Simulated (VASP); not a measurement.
The system is TePb.

```xyz
2
Lattice="0.0000 3.2310 3.2310 3.2310 0.0000 3.2310 3.2310 3.2310 0.0000" Properties=species:S:1:pos:R:3 pbc="T T T"
Te    3.2093    3.2105    3.0550
Pb   -0.2210   -0.1743   -0.0834
```

* Program: VASP 6.6.1
* Task: relaxation of the atoms
* Functional: PBEsol
* Potentials or basis: VASP PAW PBE potentials, release 64 (Te, Pb_d)
* Cutoff: 520 eV
* k mesh: 6 × 6 × 6
* Occupations: fermi-dirac, width 0.05 eV
* Spin: no spin polarisation

At the start: pressure 0.4 GPa; volume 33.73 Å³/atom.

**Question.** Where does the relaxation end?

**Answer.** Over 4 steps the energy falls by 12.3 meV/atom; space group Cm (No. 8, to 0.1 Å) before, Fm-3m (No. 225, to 0.1 Å).

The path:
```csv
step,energy change (eV),largest force (eV/Å),pressure (GPa)
1,0.0000,0.2819,0.41
2,-0.0068,0.2225,0.22
3,-0.0192,0.0927,-0.14
4,-0.0246,0.0062,-0.39
```

Final structure:
```
CELL_PARAMETERS angstrom
0.00000 3.23100 3.23100
3.23100 0.00000 3.23100
3.23100 3.23100 0.00000
ATOMIC_POSITIONS crystal
Te 0.48416 0.47328 0.48669
Pb 0.98311 0.97915 0.98574
```

Caveat: the PAW data sets were made with another functional, which shifts forces and pressure a little.
